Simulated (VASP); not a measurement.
# ZnAu (Pm-3m) in VASP: a series of runs

ZnAu is run at these levels: PBEsol; tasks: electric field gradients.

Everything below comes from runs of VASP 6.6.1. Logs are shortened: lines on timing, memory, paths and dates and some standing lists are left out, and cuts for length are marked.

## 1. The cell of the first run

Symmetry: Pm-3m, No. 221, cubic system. The conventional cell has a = 3.086 Å, b = 3.086 Å, c = 3.086 Å, α = 90.00°, β = 90.00°, γ = 90.00°. Zn (site symmetry m-3m) has 8 Au at 2.67 Å and 6 Zn at 3.09 Å within 3.5 Å. Within 3.5 Å of Au (site symmetry m-3m) lie 8 Zn at 2.67 Å and 6 Au at 3.09 Å.

## 2. Electric field gradients, PBEsol (14.70 Å³/atom)

INCAR

```
SYSTEM = ZnAu
ALGO = Normal
EDIFF = 1E-8
ENCUT = 520
GGA = PS
ISIF = 2
ISMEAR = -1
LASPH = .TRUE.
LCHARG = .FALSE.
LEFG = .TRUE.
LREAL = .FALSE.
LWAVE = .FALSE.
NBANDS = 18
NELM = 100
PREC = Accurate
SIGMA = 0.05
```

KPOINTS

```
k-points
0
G
  13 13 13
  0 0 0
```

POSCAR

```
ZnAu
1.0
    3.0862947019      0.0000000000      0.0000000000
    0.0000000000      3.0862947019      0.0000000000
    0.0000000000      0.0000000000      3.0862947019
Zn Au
1 1
Direct
    0.5000000000      0.5000000000      0.5000000000
    0.0000000000      0.0000000000      0.0000000000
```

Potentials or basis: VASP PAW PBE potentials, release 64 (Zn, Au).

On the command line:

```
> cat potpaw_PBE.64/Zn/POTCAR potpaw_PBE.64/Au/POTCAR > POTCAR
> mpirun -np 1 vasp_std > vasp.out
```

OUTCAR:

```text
SYSTEM = ZnAu
   EDIFF = 1E-8
   ENCUT = 520
   GGA = PS
   ISIF = 2
   ISMEAR = -1
   LASPH = .TRUE.
   LREAL = .FALSE.
   NELM = 100
   PREC = Accurate

 ion  position               nearest neighbor table
   1  0.500  0.500  0.500-   2 2.67   2 2.67   2 2.67   2 2.67   2 2.67   2 2.67   2 2.67   2 2.67

   2  0.000  0.000  0.000-   1 2.67   1 2.67   1 2.67   1 2.67   1 2.67   1 2.67   1 2.67   1 2.67

  LATTYP: Found a simple cubic cell.
 ALAT       =     3.0862947019

  Lattice vectors:

 A1 = (   3.0862947019,   0.0000000000,   0.0000000000)
 A2 = (   0.0000000000,   3.0862947019,   0.0000000000)
 A3 = (   0.0000000000,   0.0000000000,   3.0862947019)

Analysis of symmetry for initial positions (statically):
=====================================================================
 Subroutine PRICEL returns:
 Original cell was already a primitive cell.

 Routine SETGRP: Setting up the symmetry group for a
 simple cubic supercell.

 Subroutine GETGRP returns: Found 48 space group operations
 (whereof 48 operations were pure point group operations)
 out of a pool of 48 trial point group operations.

The static configuration has the point symmetry O_h .

Analysis of symmetry for dynamics (positions and initial velocities):
=====================================================================
 Subroutine PRICEL returns:
 Original cell was already a primitive cell.

 Routine SETGRP: Setting up the symmetry group for a
 simple cubic supercell.

 Subroutine GETGRP returns: Found 48 space group operations
 (whereof 48 operations were pure point group operations)
 out of a pool of 48 trial point group operations.

The dynamic configuration has the point symmetry O_h .

 Subroutine INISYM returns: Found 48 space group operations
 (whereof 48 operations are pure point group operations),
 and found     1 'primitive' translations

----------------------------------------------------------------------------------------

                                     Primitive cell

  volume of cell :      29.3976

  direct lattice vectors                    reciprocal lattice vectors
     3.086294702  0.000000000  0.000000000     0.324013128  0.000000000  0.000000000
     0.000000000  3.086294702  0.000000000     0.000000000  0.324013128  0.000000000
     0.000000000  0.000000000  3.086294702     0.000000000  0.000000000  0.324013128

  length of vectors
     3.086294702  3.086294702  3.086294702     0.324013128  0.324013128  0.324013128

  position of ions in fractional coordinates (direct lattice)
     0.500000000  0.500000000  0.500000000
     0.000000000  0.000000000  0.000000000

  ion indices of the primitive-cell ions
   primitive index   ion index
                 1           1
                 2           2

----------------------------------------------------------------------------------------

 KPOINTS: k-points

Automatic generation of k-mesh.
 Grid dimensions read from file:
 generate k-points for:   13   13   13

 Generating k-lattice:

  Cartesian coordinates                     Fractional coordinates (reciprocal lattice)
     0.024924087  0.000000000  0.000000000     0.076923077  0.000000000  0.000000000
     0.000000000  0.024924087  0.000000000     0.000000000  0.076923077  0.000000000
     0.000000000  0.000000000  0.024924087     0.000000000  0.000000000  0.076923077

  Length of vectors
     0.024924087  0.024924087  0.024924087

  Shift w.r.t. Gamma in fractional coordinates (k-lattice)
     0.000000000  0.000000000  0.000000000

 Subroutine IBZKPT returns following result:
 ===========================================

 Found     84 irreducible k-points:

 Following reciprocal coordinates:
            Coordinates               Weight
  0.000000  0.000000  0.000000      1.000000
  0.076923  0.000000  0.000000      6.000000
  0.153846  0.000000  0.000000      6.000000
  0.230769  0.000000  0.000000      6.000000
  0.307692  0.000000  0.000000      6.000000
  0.384615  0.000000  0.000000      6.000000
[... 16 lines left out ...]
  0.307692  0.307692  0.000000     12.000000
  0.384615  0.307692  0.000000     24.000000
 [... further k-points ...]
   k-points           NKPTS =     84   k-points in BZ     NKDIM =     84   number of bands    NBANDS=     18
   number of dos      NEDOS =    301   number of ions     NIONS =      2
   total plane-waves  NPLWV =  13824
   dimension x,y,z NGX =    24 NGY =   24 NGZ =   24
   dimension x,y,z NGXF=    48 NGYF=   48 NGZF=   48
   ions per type =               1   1
   NGX,Y,Z   is equivalent  to a cutoff of  12.93, 12.93, 12.93 a.u.
   NGXF,Y,Z  is equivalent  to a cutoff of  25.86, 25.86, 25.86 a.u.
 SYSTEM =  ZnAu
   PREC   = accura    normal or accurate (medium, high low for compatibility)
   ISTART =      0    job   : 0-new  1-cont  2-samecut
   ICHARG =      2    charge: 1-file 2-atom 10-const
   ISPIN  =      1    spin polarized calculation?
   LNONCOLLINEAR =      F non collinear calculations
   LSORBIT =      F    spin-orbit coupling
   LASPH  =      T    aspherical Exc in radial PAW
   ENCUT  =  520.0 eV  38.22 Ry    6.18 a.u.   5.74  5.74  5.74*2*pi/ulx,y,z
   NELM   =    100;   NELMIN=  2; NELMDL= -5     # of ELM steps
   EDIFF  = 0.1E-07   stopping-criterion for ELM
   LREAL  =      F    real-space projection
   EDIFFG = 0.1E-06   stopping-criterion for IOM
   NSW    =      0    number of steps for IOM
   IBRION =     -1    ionic relax: 0-MD 1-quasi-New 2-CG
   NFREE  =      0    steps in history (QN), initial steepest desc. (CG)
   ISIF   =      2    stress and relaxation
   ISYM   =      2    0-nonsym 1-usesym 2-fastsym
   POTIM  = 0.5000    time-step for ionic-motion
   TEBEG  =    0.0;   TEEND  =   0.0 temperature during run
   PSTRESS=    0.0 pullay stress
   NELECT =      23.0000    total number of electrons
   NUPDOWN=      -1.0000    fix difference up-down
   EMIN   =  10.00;   EMAX   =-10.00  energy-range for DOS
   EFERMI =   0.00;   METHOD = LEGACY
   ISMEAR =    -1;   SIGMA  =   0.05  broadening in eV -4-tet -1-fermi 0-gaus
   EFERMI_NEDOS =   21; number of points for ismear=-14 and -15
   IALGO  =     38    algorithm
   IMIX   =      4    mixing-type and parameters
     AMIX     =   0.40;   BMIX     =  1.00
     AMIX_MAG =   1.60;   BMIX_MAG =  1.00
  volume/ion in A,a.u.               =      14.70        99.19
  Fermi-wavevector in a.u.,A,eV,Ry     =   1.508505  2.850661 30.961240  2.275587
  Thomas-Fermi vector in A             =   2.618950
   LORBIT       =      0    0 simple, 1 ext, 2 COOP (PROOUT), +10 PAW based schemes
   GGA     = PS    functional components
   LHFCALC =     F    Hartree Fock is set to
   AEXX    =    0.0000 exact exchange contribution
   IVDW    =     0    specifies the selected vdW correction
   LEPSILON=     F    determine dielectric tensor
   LRPA    =     F    only Hartree local field effects (RPA)
 non-spin polarized calculation
  energy-cutoff  :      520.00
  volume of cell :       29.40
 maximum number of plane-waves:       812
 NGX is ok and might be reduce to    24
   NGX = 11   NGY = 11   NGZ = 11

 number of electron      22.9999967 magnetization

 Free energy of the ion-electron system (eV)
  ---------------------------------------------------
  ext. energy  EPLUGINS =         0.00000000
  ---------------------------------------------------
  free energy    TOTEN  =        -5.92760386 eV

  energy without entropy =       -5.92157431  energy(sigma->0) =       -5.92458909

 E-fermi :   7.7336     XC(G=0): -12.8715

 val. band max:        7.6667301156   @ k =   0.4615   0.3846   0.2308
 cond. band min:       7.7692289624   @ k =   0.3846   0.3077   0.1538
 fundamental gap:      0.1024988468
 Fermi energy:         7.7336099551

 k-point     1 :       0.0000    0.0000    0.0000
  band No.  band energies     occupation
      1      -3.5706      2.00000
      2      -0.7626      2.00000
      3      -0.7626      2.00000
      4       0.0920      2.00000
      5       0.0920      2.00000
      6       0.0920      2.00000
[... 10 lines left out ...]
     17      20.2089      0.00000
     18      26.1773      0.00000

 k-point     2 :       0.0769    0.0000    0.0000
  band No.  band energies     occupation
      1      -3.4601      2.00000
      2      -0.7341      2.00000
      3      -0.7251      2.00000
      4       0.0910      2.00000
      5       0.0910      2.00000
      6       0.1028      2.00000
[... 10 lines left out ...]
     17      20.7020      0.00000
     18      26.1251      0.00000

 k-point     3 :       0.1538    0.0000    0.0000
  band No.  band energies     occupation
      1      -3.1346      2.00000
      2      -0.6522      2.00000
      3      -0.6223      2.00000
      4       0.0891      2.00000
      5       0.0891      2.00000
      6       0.1330      2.00000
[... 10 lines left out ...]
     17      22.2827      0.00000
     18      26.0004      0.00000

 k-point     4 :       0.2308    0.0000    0.0000
  band No.  band energies     occupation
      1      -2.6134      2.00000
      2      -0.5278      2.00000
      3      -0.4806      2.00000
      4       0.0886      2.00000
      5       0.0886      2.00000
      6       0.1765      2.00000
[... 10 lines left out ...]
     17      24.3435      0.00000
     18      24.9954      0.00000

 k-point     5 :       0.3077    0.0000    0.0000
  band No.  band energies     occupation
      1      -1.9359      2.00000
      2      -0.3806      2.00000
      3      -0.3372      2.00000
      4       0.0913      2.00000
      5       0.0913      2.00000
      6       0.2241      2.00000
[... 10 lines left out ...]
     17      23.3433      0.00000
     18      23.4288      0.00000

 k-point     6 :       0.3846    0.0000    0.0000
  band No.  band energies     occupation
      1      -1.1829      2.00000
      2      -0.2421      2.00000
      3      -0.2352      2.00000
      4       0.0965      2.00000
      5       0.0965      2.00000
      6       0.2646      2.00000
[... 307 lines left out ...]
 k-point    21 :       0.3846    0.2308    0.0000
  band No.  band energies     occupation
      1      -0.9706      2.00000
      2      -0.4607      2.00000
      3      -0.1177      2.00000
      4       0.0508      2.00000
      5       0.0671      2.00000
      6       0.6050      2.00000
[... 10 lines left out ...]
     17      22.0376      0.00000
     18      22.5668      0.00000

 k-point    22 :       0.4615    0.2308    0.0000
  band No.  band energies     occupation
      1      -0.7320      2.00000
      2      -0.5338      2.00000
      3      -0.0938      2.00000
      4      -0.0051      2.00000
      5       0.1015      2.00000
      6       1.0256      2.00000
[... 10 lines left out ...]
     17      20.9099      0.00000
     18      22.3736      0.00000

 k-point    23 :       0.3077    0.3077    0.0000
  band No.  band energies     occupation
      1      -1.1175      2.00000
      2      -0.5059      2.00000
      3      -0.1762      2.00000
      4       0.0502      2.00000
      5       0.1028      2.00000
      6       0.5602      2.00000
[... 10 lines left out ...]
     17      22.3256      0.00000
     18      22.9490      0.00000

 k-point    24 :       0.3846    0.3077    0.0000
  band No.  band energies     occupation
      1      -0.9577      2.00000
      2      -0.6056      2.00000
      3      -0.2054      2.00000
      4      -0.0509      2.00000
      5       0.2180      2.00000
      6       0.8733      2.00000
[... 10 lines left out ...]
     17      21.8187      0.00000
     18      22.3204      0.00000

 [... further k-points ...]

------------------------ aborting loop because EDIFF is reached ----------------------------------------

  FORCE on cell =-STRESS in cart. coord.  units (eV):
  Direction    XX          YY          ZZ          XY          YZ          ZX
  --------------------------------------------------------------------------------------
  -------------------------------------------------------------------------------------
  Total        1.2319721      1.2319721      1.2319721      0.0000000     -0.0000000      0.0000000
  in kB       67.1427710     67.1427710     67.1427710      0.0000000     -0.0000000      0.0000000
  external PRESSURE =      67.1427710 kB  Pullay stress =       0.0000000 kB

 VOLUME and BASIS-vectors are now :
 -----------------------------------------------------------------------------
  energy-cutoff  :      520.00
  volume of cell :       29.40
      direct lattice vectors                 reciprocal lattice vectors
     3.086294702  0.000000000  0.000000000     0.324013128  0.000000000  0.000000000
     0.000000000  3.086294702  0.000000000     0.000000000  0.324013128  0.000000000
     0.000000000  0.000000000  3.086294702     0.000000000  0.000000000  0.324013128

 POSITION                                       TOTAL-FORCE (eV/Angst)
 -----------------------------------------------------------------------------------
      1.54315      1.54315      1.54315         0.000000      0.000000      0.000000
      0.00000      0.00000      0.00000         0.000000      0.000000      0.000000
 -----------------------------------------------------------------------------------
    total drift:                                0.000000      0.000000     -0.000000

  FREE ENERGIE OF THE ION-ELECTRON SYSTEM (eV)
  ---------------------------------------------------
  free  energy   TOTEN  =        -5.9276038620 eV

  energy  without entropy=       -5.9215743132  energy(sigma->0) =       -5.92458909

 Electric field gradients (V/A^2)
---------------------------------------------------------------------
 ion       V_xx      V_yy      V_zz      V_xy      V_xz      V_yz
---------------------------------------------------------------------
   1      -0.000    -0.000     0.000     0.000     0.000    -0.000
   2       0.000    -0.000    -0.000    -0.000     0.000    -0.000
---------------------------------------------------------------------

 Electric field gradients after diagonalization (V/A^2)
 (convention: |V_zz| > |V_xx| > |V_yy|)
----------------------------------------------------------------------
 ion       V_xx      V_yy      V_zz     asymmetry (V_yy - V_xx)/ V_zz
----------------------------------------------------------------------
   1      -0.000    -0.000     0.000       0.012
   2       0.000    -0.000    -0.000       0.132
----------------------------------------------------------------------

           NMR quadrupolar parameters

 Cq : quadrupolar parameter    Cq=e*Q*V_zz/h
 eta: asymmetry parameters     (V_yy - V_xx)/ V_zz
 Q  : nuclear electric quadrupole moment in mb (millibarn)
----------------------------------------------------------------------
 ion       Cq(MHz)       eta       Q (mb)
----------------------------------------------------------------------
   1       0.000       0.012       1.000
   2      -0.000       0.132       1.000
----------------------------------------------------------------------
```

Wall time 54 s (1 thread of Intel Xeon 8259CL, shared host); peak memory 0.17 GiB.

Results:

```
Free energy                             : -5.9276 eV
Pressure                                : 6.7 GPa
Band gap on the k mesh                  : zero (an odd number of electrons rules out a gap without spin polarisation)
Largest electric field gradient by atom : zero within the noise of the run
```

Caveat: the cell stands under pressure; the PAW data sets were made with another functional, which shifts forces and pressure a little; spin-orbit coupling is left out, which moves the levels of the heavy elements.

[end of part 1 of 2]
